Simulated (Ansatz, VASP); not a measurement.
**One calculation of BP, two programs**

```xyz
2
Lattice="0.0000 2.2661 2.2661 2.2661 0.0000 2.2661 2.2661 2.2661 0.0000" Properties=species:S:1:pos:R:3 pbc="T T T"
B     0.0000    0.0000    0.0000
P     1.1330    1.1330    1.1330
```

Alike in both runs: task single point; functional PBE; k mesh 6 × 6 × 6; occupations gaussian, width 0.1 eV; no spin polarisation.

|  | VASP | Ansatz |
| --- | --- | --- |
| version | VASP 6.6.1 | Ansatz 0.2.0 |
| potentials or method | VASP PAW PBE potentials, release 64 (B, P), cutoff 500 eV | scalar-relativistic, plane waves, PAW |
| valence electrons in the cell | 8 | 8 |

Ansatz gave:

| Quantity | Value |
| --- | --- |
| gap on the k mesh at the Fermi level (eV) | 1.33 |
| least direct gap on the mesh (eV) | 3.41 |
| pressure (GPa) | 1.9 |

Question: Which values does VASP return?

Answer: gap on the k mesh at the Fermi level (eV): 1.32; least direct gap on the mesh (eV): 3.40; pressure (GPa): 1.7.
